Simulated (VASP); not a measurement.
**BN: single point with r2SCAN0**

BN:

```
B N
1.0
     0.00000    1.74583    1.74583
     1.74583    0.00000    1.74583
     1.74583    1.74583    0.00000
B N
1 1
Cartesian
  0.0000 0.0000 0.0000
  1.7458 1.7458 1.7458
```

```
Program             : VASP 6.6.1
Task                : single point
Functional          : r2SCAN0
Potentials or basis : VASP PAW PBE potentials, release 64 (B, N)
Cutoff              : 520 eV
k mesh              : 8 × 8 × 8
Occupations         : gaussian, width 0.01 eV
Spin                : no spin polarisation
```

| Quantity | Value |
| --- | --- |
| Pressure | -9.2 GPa |
| Band gap on the k mesh | 3.17 eV (least direct gap 8.43 eV) |

Levels at points of the mesh, in eV from the valence-band top:
| k point | band 2 | band 3 | band 4 | band 5 | band 6 | band 7 |
| --- | --- | --- | --- | --- | --- | --- |
| (0.00, 0.00, 0.00) | -0.91 | -0.91 | -0.91 | 12.15 | 15.72 | 15.72 |
| (0.50, 0.00, 0.00) | -14.09 | -0.62 | -0.62 | 7.81 | 7.81 | 10.03 |
| (0.50, 0.50, 0.00) | -13.15 | -6.21 | -6.21 | 3.17 | 11.36 | 18.61 |

Run time: 10 min on 1 thread of AMD EPYC 7R13 Processor (Zen 3) (shared host), peak memory 0.1 GiB.

Caveat: the cell stands under tension; the structure was generated, so it needn't be the stable form of BN; the PAW data sets were made with another functional, which shifts forces and pressure a little. A k mesh can miss the band edges.
